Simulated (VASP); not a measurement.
Runs of VASP 6.6.1 on Ti3Al. The structure is that of space group P-6m2 (No. 187), or close to it. The cells are those of the table. 

```tsv
cell	gap on the mesh (eV)	pressure (GPa)	largest force (eV/Å)
a = 2.946, b = 2.946, c = 9.862 Å, angles 90.0, 90.0, 120.0°, 4 atoms	none	-7.5	0.07
a = 3.006, b = 3.006, c = 9.471 Å, angles 90.0, 90.0, 120.0°, 4 atoms	none	-7.3	0.05
a = 2.887, b = 2.887, c = 10.269 Å, angles 90.0, 90.0, 120.0°, 4 atoms	none	(a)	0.19
a = 3.067, b = 3.067, c = 9.096 Å, angles 90.0, 90.0, 120.0°, 4 atoms	none	-6.9	0.10
a = 3.194, b = 3.194, c = 8.389 Å, angles 90.0, 90.0, 120.0°, 4 atoms	none	-5.1	0.02
a = 2.829, b = 2.829, c = 10.693 Å, angles 90.0, 90.0, 120.0°, 4 atoms	none	(b)	0.34
a = 3.130, b = 3.130, c = 8.736 Å, angles 90.0, 90.0, 120.0°, 4 atoms	none	-6.0	0.08
a = 2.981, b = 2.981, c = 9.393 Å, angles 90.0, 90.0, 120.0°, 4 atoms	none	-5.2	0.03
a = 2.930, b = 2.930, c = 9.232 Å, angles 90.0, 90.0, 120.0°, 4 atoms	none	-0.1	-
```

Alike in all rows: task single point; level PBE; potentials or basis VASP PAW PBE potentials, release 64 (Ti_sv, Al); no spin polarisation; k mesh 18 × 18 × 6; cutoff (eV) 520; smearing gaussian 0.15 eV.

Q: Estimate the missing entries.

A: (a) -7.2; (b) -6.6.

A gap of «none» marks levels without a gap at the run's occupations.
